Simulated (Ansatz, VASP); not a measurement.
**PtS2: VASP beside Ansatz**

Contents of INCAR:

```
PREC = Accurate ; ENCUT = 520
EDIFF = 1E-6 ; ISMEAR = 0
SIGMA = 0.05 ; LREAL = False
LASPH = True ; NELM = 100
ALGO = Normal ; ISIF = 2
LWAVE = False ; LCHARG = False
GGA = PE ; NBANDS = 18
```

KPOINTS

```
Automatic mesh
0
Gamma
  12 12 8
```

The input POSCAR:

```
PtS2
1.0
    3.7203594496      0.0000000000      0.0000000000
   -1.8601797248      3.0685007567      0.0000000000
    0.0000000000      0.0000000000      5.0388000000
Pt S
1 2
Direct
    0.0000000000      0.0000000000      0.0000000000
    0.3333333333      0.6666666667      0.2500000000
    0.6666666667      0.3333333333      0.7500000000
```

Input for Ansatz:

```yaml
crystal:
  lattice:
    - [3.7203594496, 0.0, 0.0]
    - [-1.8601797248, 3.0685007567, 0.0]
    - [0.0, 0.0, 5.0388]
  atoms:
    - { symbol: Pt, position: [0.0, 0.0, 0.0] }
    - { symbol: S, position: [0.3333333333, 0.6666666667, 0.25] }
    - { symbol: S, position: [0.6666666667, 0.3333333333, 0.75] }
basis:
  ecutwfc: 420
kpoints:
  mp_grid: { grid: [12, 12, 8] }
hamiltonian:
  xc: pbe
scf:
  occupations: { method: gaussian, width: 0.05 }
output:
  forces: true
  stress: true
  eigenvalues: true
```

Change from the starting cell: strain +0.0500 x Voigt [1, 0, 0, 0, 0, 0], atoms carried along.

Alike in both runs: task single point; functional PBE; k mesh 12 × 12 × 8; occupations gaussian, width 0.05 eV; no spin polarisation.

|  | VASP | Ansatz |
| --- | --- | --- |
| version | VASP 6.6.1 | Ansatz 0.2.0 |
| potentials or method | VASP PAW PBE potentials, release 64 (Pt, S), cutoff 520 eV | scalar-relativistic, plane waves, PAW |
| valence electrons in the cell | 22 | 30 |

VASP gave:

* gap on the k mesh at the Fermi level (eV): 0.31
* least direct gap on the mesh (eV): 0.70
* pressure (GPa): -4.7
* traceless stress, the component that is largest in VASP (GPa): -4.24
* rms of the force components (eV/Å): 0.387

Q: What did Ansatz give for the same quantities?

A: gap on the k mesh at the Fermi level (eV): 0.31; least direct gap on the mesh (eV): 0.69; pressure (GPa): -4.4; traceless stress, the component that is largest in VASP (GPa): -4.20; rms of the force components (eV/Å): 0.372.

Atom by atom the forces differ by 0.016 eV/Å (rms over components). The functional is the same, so the differences come from potentials, cutoffs and numerics. VASP's potentials hold 22 valence electrons a cell and Ansatz's 30, so a difference there can come from the potentials and not from the codes.

Spin-orbit coupling is off throughout.
